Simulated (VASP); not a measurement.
Set up this calculation in VASP 6.6.1, as the native input.

- Task: single point
- Functional: BLYP
- Potentials or basis: VASP PAW PBE potentials, release 64 (Ag, Rh_pv)
- Cutoff: 520 eV
- k mesh: 6 × 6 × 3
- Occupations: fermi-dirac, width 0.05 eV
- Spin: no spin polarisation
- Dipole correction: no
- Further INCAR settings: ALGO = Fast; EDIFF = 1e-07; NBANDS = 20

The structure of AgRh lies in POSCAR:

```
AgRh
1.0
    2.7775881998      0.0000000000      0.0000000000
   -1.3887940999      2.4054619423      0.0000000000
    0.0000000000      0.0000000000      4.8086020000
Ag Rh
1 1
Direct
    0.0000000000      0.0000000000      0.5000000000
    0.6666666667      0.3333333333      0.0000000000
```

These files were run (other wordings do the same):

INCAR

```
SYSTEM = AgRh
AGGAC = 1.0 ; AGGAX = 1.0
ALDAC = 0.0 ; ALDAX = 1.0
ALGO = Fast ; EDIFF = 1E-7
ENCUT = 520 ; GGA = B5
ISIF = 2 ; ISMEAR = -1
LASPH = .TRUE. ; LCHARG = .FALSE.
LREAL = .FALSE. ; LWAVE = .FALSE.
NBANDS = 20 ; NELM = 80
PREC = Accurate ; SIGMA = 0.05
```

KPOINTS

```
k-points
0
G
  6 6 3
  0 0 0
```

Potentials or basis: VASP PAW PBE potentials, release 64 (Ag, Rh_pv).

The run is started by

```sh
$ cat potpaw_PBE.64/Ag/POTCAR potpaw_PBE.64/Rh_pv/POTCAR > POTCAR
$ mpirun -np 1 vasp_std > vasp.out
```

Results of the run:

The pressure is 7.5 GPa and the band gap on the k mesh is zero (band 13 reaches 10.30 eV, above the bottom of band 14 at 9.28 eV).

Caveat: the k points lie up to 0.44 Å⁻¹ apart; the PAW data sets were made with another functional, which shifts forces and pressure a little.

It took 41 s on 1 thread of AMD EPYC 7R13, with other jobs on the host, peak memory 0.12 GiB.
